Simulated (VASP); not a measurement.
Input of a VASP 6.6.1 run:

The input POSCAR:

```
NaI
1.0
    0.0000000000      3.2007280589      3.2007280589
    3.2007280589      0.0000000000      3.2007280589
    3.2007280589      3.2007280589      0.0000000000
Na I
1 1
Direct
    0.0000000000      0.0000000000      0.0000000000
    0.5000000000      0.5000000000      0.5000000000
```

The input INCAR.step1:

```
SYSTEM = NaI
PREC = Accurate ; ENCUT = 520
ISMEAR = 0 ; SIGMA = 0.02
LREAL = .False. ; LASPH = .True.
NELM = 80 ; NBANDS = 14
GGA = PE ; ALGO = Normal
EDIFF = 1E-4 ; LWAVE = .True.
LCHARG = .False.
```

Contents of INCAR.step2:

```
SYSTEM = NaI
PREC = Accurate ; ENCUT = 520
EDIFF = 1E-6 ; ISMEAR = 0
SIGMA = 0.02 ; LREAL = .False.
LASPH = .True. ; NELM = 80
ALGO = Normal ; ISIF = 2
LWAVE = .False. ; LCHARG = .False.
METAGGA = R2SCAN ; LMIXTAU = .True.
NBANDS = 14 ; ISTART = 1
```

The input KPOINTS:

```
regular mesh
0
Gamma
  6 6 6
  0 0 0
```

Potentials or basis: VASP PAW PBE potentials, release 64 (Na_pv, I).

Run with:

```console
$ cat potpaw_PBE.64/Na_pv/POTCAR potpaw_PBE.64/I/POTCAR > POTCAR
$ cp INCAR.step1 INCAR
$ mpirun -np 1 vasp_std > vasp.out
$ cp INCAR.step2 INCAR
$ mpirun -np 1 vasp_std > vasp.out
```

Question: What does it give for the pressure?

Answer: 0.4 GPa.

Question: Estimate the band gap on the k mesh.

Answer: 4.54 eV, direct.

Caveat: the PAW data sets were made with another functional, which shifts forces and pressure a little; spin-orbit coupling is left out, which moves the levels of the heavy elements.
